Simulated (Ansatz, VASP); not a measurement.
# GaAs: VASP beside Ansatz

Contents of POSCAR:

```
GaAs
1.0
    0.0000000000      2.8048710395      2.8572437635
    2.8048710395      0.0000000000      2.8572437635
    2.8048710395      2.8048710395      0.0000000000
Ga As
1 1
Direct
    0.0000000000      0.0000000000      0.0000000000
    0.2500000000      0.2500000000      0.2500000000
```

File INCAR.step1:

```
PREC     = Accurate       # precision mode
ENCUT    = 500            # plane-wave cutoff, eV
ISMEAR   = 0              # smearing method
SIGMA    = 0.02           # smearing width, eV
LREAL    = F              # projectors in reciprocal space
LASPH    = T              # aspherical terms in the spheres
NELM     = 120            # most SCF steps
GGA      = PE             # functional
ALGO     = Normal         # electronic algorithm
EDIFF    = 1E-5           # SCF threshold, eV
LWAVE    = T              # write WAVECAR
LCHARG   = F              # write CHGCAR
GGA_COMPAT= F            
IBRION   = 2              # ionic algorithm
EDIFFG   = -0.01          # ionic threshold
NELMIN   = 4            
NSW      = 100            # ionic steps
```

INCAR.step2

```
PREC     = Accurate       # precision mode
ENCUT    = 500            # plane-wave cutoff, eV
EDIFF    = 1E-7           # SCF threshold, eV
ISMEAR   = 0              # smearing method
SIGMA    = 0.02           # smearing width, eV
LREAL    = F              # projectors in reciprocal space
LASPH    = T              # aspherical terms in the spheres
NELM     = 120            # most SCF steps
ALGO     = Normal         # electronic algorithm
ISIF     = 2              # what is computed and relaxed
LWAVE    = F              # write WAVECAR
LCHARG   = F              # write CHGCAR
METAGGA  = R2SCAN         # meta-GGA
LMIXTAU  = T            
IBRION   = 2              # ionic algorithm
NSW      = 60             # ionic steps
EDIFFG   = -0.002         # ionic threshold
ISTART   = 1            
GGA_COMPAT= F            
NELMIN   = 4
```

File KPOINTS:

```
regular mesh
0
Gamma
  8 8 8
```

Input for Ansatz:

```yaml
crystal:
  lattice:
    - [0.0, 2.8048710395, 2.8572437635]
    - [2.8048710395, 0.0, 2.8572437635]
    - [2.8048710395, 2.8048710395, 0.0]
  atoms:
    - { symbol: Ga, position: [0.0, 0.0, 0.0] }
    - { symbol: As, position: [0.25, 0.25, 0.25] }
basis:
  ecutwfc: 500
kpoints:
  mp_grid: { grid: [8, 8, 8] }
hamiltonian:
  xc: r2scan
scf:
  occupations: { method: gaussian, width: 0.02 }
output:
  forces: true
  stress: true
  eigenvalues: true
relax:
  adjacent_minimum: "off"
  f_tol: 0.002
  max_steps: 40
```

Change from the starting cell: strained cell.

Alike in both runs: task relaxation of the atoms; functional r2SCAN; k mesh 8 × 8 × 8; occupations gaussian, width 0.02 eV; no spin polarisation.

```csv
,VASP,Ansatz
version,VASP 6.6.1,Ansatz 0.2.0
potentials or method,"VASP PAW PBE potentials, release 64 (Ga_d, As), cutoff 500 eV","scalar-relativistic, plane waves, PAW"
valence electrons in the cell,18,28
```

```tsv
	VASP	Ansatz	Ansatz less VASP
gap on the k mesh at the Fermi level, each at its own relaxed structure (eV)	0.99	1.01	+0.020
```

VASP's potentials were made for PBE, not for r2SCAN. VASP's potentials hold 18 valence electrons a cell and Ansatz's 28, so a difference there can come from the potentials and not from the codes. Ansatz's warnings: stress scf threshold loose.

Noted on VASP's run: the relaxation stopped at its first step, so nothing moved.
